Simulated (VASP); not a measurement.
Mo, 2 atoms in the cell. It takes space group Cmcm (No. 63, orthorhombic). The conventional cell has a = 4.470 Å, b = 3.160 Å, c = 4.470 Å, α = 90.00°, β = 90.00°, γ = 90.00°. Within 3.3 Å of Mo (site symmetry m2m) lie 14 Mo at 2.47 to 3.20 Å.  This cell differs from its parent crystal: mode 4 (132.6 1/cm) frozen in, largest displacement +0.263 Å.

| Item | Value |
| --- | --- |
| Program | VASP 6.6.1 |
| Task | single point |
| Functional | PBE |
| Potentials or basis | VASP PAW PBE potentials, release 64 (Mo_sv) |
| Cutoff | 520 eV |
| k mesh | 24 × 24 × 14 |
| Occupations | gaussian, width 0.15 eV |
| Spin | no spin polarisation |
| Dipole correction | no |
| Further INCAR settings | ALGO = Fast; EDIFF = 1e-07; NBANDS = 21 |

Potentials or basis: VASP PAW PBE potentials, release 64 (Mo_sv).

Command:

```bash
$ cat potpaw_PBE.64/Mo_sv/POTCAR > POTCAR
$ mpirun -np 1 vasp_std > vasp.out
```

Hardware: 1 thread of Intel(R) Xeon(R) Platinum 8488C (Sapphire Rapids) (shared host).

Q: Estimate the wall time of this run.

A: Wall time 7.9 min on 1 thread of Intel(R) Xeon(R) Platinum 8488C (Sapphire Rapids) (shared host), peak memory 0.68 GiB. Counts: scf iterations 17, k points 1256.
